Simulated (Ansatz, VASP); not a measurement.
## One calculation of Ca2P, two programs

Contents of INCAR:

```
ALGO = Normal
EDIFF = 1E-6
ENCUT = 520
GGA = PE
ISIF = 2
ISMEAR = 0
LASPH = True
LCHARG = False
LREAL = False
LWAVE = False
NBANDS = 20
NELM = 80
PREC = Accurate
SIGMA = 0.1
```

File KPOINTS:

```
k-points
0
Gamma
  4 4 4
```

POSCAR

```
Ca2P
1.0
    0.0000000000      3.3044319700      3.3044319700
    3.3044319700      0.0000000000      3.3044319700
    3.3044319700      3.3044319700      0.0000000000
Ca P
2 1
Direct
    0.2500000000      0.2500000000      0.2500000000
    0.7500000000      0.7500000000      0.7500000000
    0.5000000000      0.5000000000      0.5000000000
```

Input for Ansatz:

```yaml
crystal:
  lattice:
    - [0.0, 3.30443197, 3.30443197]
    - [3.30443197, 0.0, 3.30443197]
    - [3.30443197, 3.30443197, 0.0]
  atoms:
    - { symbol: Ca, position: [0.25, 0.25, 0.25] }
    - { symbol: Ca, position: [0.75, 0.75, 0.75] }
    - { symbol: P, position: [0.5, 0.5, 0.5] }
basis:
  ecutwfc: 420
kpoints:
  mp_grid: { grid: [4, 4, 4] }
hamiltonian:
  xc: pbe
scf:
  occupations: { method: gaussian, width: 0.1 }
  lower_state_search: "off"
output:
  forces: true
  stress: true
  eigenvalues: true
```

Alike in both runs: task single point; functional PBE; k mesh 4 × 4 × 4; occupations gaussian, width 0.1 eV; no spin polarisation.

|  | VASP | Ansatz |
| --- | --- | --- |
| version | VASP 6.6.1 | Ansatz 0.2.0 |
| potentials or method | VASP PAW PBE potentials, release 64 (Ca_sv, P), cutoff 520 eV | scalar-relativistic, plane waves, PAW |
| valence electrons in the cell | 25 | 25 |

Ansatz gave:

```
gap on the k mesh at the Fermi level (eV) : none
pressure (GPa)                            : 5.5
```

**Question.** What did VASP give for the same quantities?

**Answer.** gap on the k mesh at the Fermi level (eV): none; pressure (GPa): 5.7.

A gap of «none» marks a metal or a gap that the smearing closes.

The k mesh is coarse, so the values compare programs but aren't converged.
